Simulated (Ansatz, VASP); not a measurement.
# CoO: VASP beside Ansatz

The input INCAR:

```
SYSTEM = CoO
PREC = Accurate
ENCUT = 520
EDIFF = 1E-6
ISMEAR = -1
SIGMA = 0.05
LREAL = .FALSE.
LASPH = .TRUE.
NELM = 150
ALGO = Normal
ISIF = 2
LWAVE = .FALSE.
LCHARG = .FALSE.
ISPIN = 2
MAGMOM = 3 0
LORBIT = 11
NUPDOWN = 3.0
LMAXMIX = 4
GGA = PS
NBANDS = 18
```

File KPOINTS:

```
Automatic mesh
0
G
  10 10 10
  0 0 0
```

The input POSCAR:

```
CoO
1.0
   -1.5080000000      1.5080000000      2.1072475377
    1.5080000000     -1.5080000000      2.1072475377
    1.5080000000      1.5080000000     -2.1072475377
Co O
1 1
Direct
    0.0000000000      0.0000000000      0.0000000000
    0.5000000000      0.5000000000      0.0000000000
```

File input.yaml:

```yaml
crystal:
  lattice:
    - [-1.508, 1.508, 2.1072475377]
    - [1.508, -1.508, 2.1072475377]
    - [1.508, 1.508, -2.1072475377]
  atoms:
    - { symbol: Co, position: [0.0, 0.0, 0.0], spin: 3.0 }
    - { symbol: O, position: [0.5, 0.5, 0.0] }
hamiltonian:
  xc: pbesol
  pseudopotentials: { kind: paw }
magnetization:
  spin_polarized: true
  initial_magnetization: 3.0
  spin_locking: { lock_magnetization: hard }
kpoints:
  mp_grid: { grid: [10, 10, 10] }
scf:
  occupations: { method: fermi_dirac, width: 0.05 }
  lower_state_search: "off"
output:
  forces: true
  stress: true
  eigenvalues: true
```

Alike in both runs: task single point; functional PBEsol; k mesh 10 × 10 × 10; occupations fermi-dirac, width 0.05 eV; collinear spin; fixed moment 3 μB.

|  | VASP | Ansatz |
| --- | --- | --- |
| version | VASP 6.6.1 | Ansatz 0.2.0 |
| potentials or method | VASP PAW PBE potentials, release 64 (Co, O) | Ansatz PAW |
| plane-wave cutoff (eV) | 520 | 420 |
| valence electrons in the cell | 15 | 23 |

```csv
,VASP,Ansatz,Ansatz less VASP
pressure (GPa),-9.1,-8.6,+0.49
"traceless stress, the component that is largest in VASP (GPa)",0.52,0.53,+0.003
net moment per atom (μB),1.50,1.50,0.000
size of the moment on the site where the two differ most (μB),2.61,2.52,-0.086
```

VASP's potentials were made for PBE, not for PBEsol. Site moments also hang on the region over which each program counts them. The functional is the same, so the differences come from potentials, cutoffs and numerics. VASP's potentials hold 15 valence electrons a cell and Ansatz's 23, so a difference there can come from the potentials and not from the codes.
